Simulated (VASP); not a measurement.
Here is a VASP 6.6.1 calculation.

The input INCAR:

```
SYSTEM = Ca
  PREC = Accurate
  ENCUT = 520
  EDIFF = 1E-7
  ISMEAR = 0
  SIGMA = 0.15
  LREAL = .False.
  LASPH = .True.
  NELM = 100
  ALGO = Fast
  ISIF = 2
  LWAVE = .False.
  LCHARG = .False.
  GGA = PS
  NBANDS = 17
```

The input KPOINTS:

```
regular mesh
0
Gamma
  12 12 8
  0 0 0
```

POSCAR

```
Ca
1.0
    3.9799995206      0.0000000000      0.0000000000
   -1.9899997603      3.4467806919      0.0000000000
    0.0000000000      0.0000000000      6.7808000000
Ca
2
Direct
    0.3333333333      0.6666666667      0.2500000000
    0.6666666667      0.3333333333      0.7500000000
```

Potentials or basis: VASP PAW PBE potentials, release 64 (Ca_sv).

Command:

```console
$ cat potpaw_PBE.64/Ca_sv/POTCAR > POTCAR
$ mpirun -np 1 vasp_std > vasp.out
```

Task: What does it give for the pressure?

Result: -1.9 GPa.

Task: What does it give for the band gap on the k mesh?

Result: Zero (bands 10 and 11 overlap by 0.69 eV).

Stress tensor (GPa, compression positive):
```
-1.58  0.00  0.00
 0.00 -1.58  0.00
 0.00  0.00 -2.54
```

Caveat: the cell differs from its parent crystal (strain +0.000 along x and y, +0.040 along z); the PAW data sets were made with another functional, which shifts forces and pressure a little.
